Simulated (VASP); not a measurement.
A run of VASP 6.6.1:

Contents of INCAR:

```
PREC = Accurate ; ENCUT = 520
EDIFF = 1E-7 ; ISMEAR = 0
SIGMA = 0.1 ; LREAL = False
LASPH = True ; NELM = 100
ALGO = Fast ; ISIF = 2
LWAVE = False ; LCHARG = True
GGA = PE ; LELF = True
LVHAR = True ; NBANDS = 16
```

Contents of KPOINTS:

```
regular mesh
0
Gamma
  6 6 4
```

The input POSCAR:

```
HfBr
1.0
    3.1993443515      0.0000000000      0.0000000000
    0.0000000000      3.1993443515      0.0000000000
    0.0000000000      0.0000000000      4.0578196640
Hf Br
1 1
Direct
    0.0000000000      0.0000000000      0.0000000000
    0.5000000000      0.5000000000      0.5000000000
```

Potentials or basis: VASP PAW PBE potentials, release 64 (Hf_pv, Br).

Run with:

```bash
$ cat potpaw_PBE.64/Hf_pv/POTCAR potpaw_PBE.64/Br/POTCAR > POTCAR
$ mpirun -np 1 vasp_std > vasp.out
```

Hardware: 1 thread of Oxide Virtual Turin-like Processor (shared host).

**Question.** How long does it take, and how much memory?

**Answer.** Run time: 23 s on 1 thread of Oxide Virtual Turin-like Processor (shared host), peak memory 0.12 GiB. Counts: scf iterations 16, k points 30.
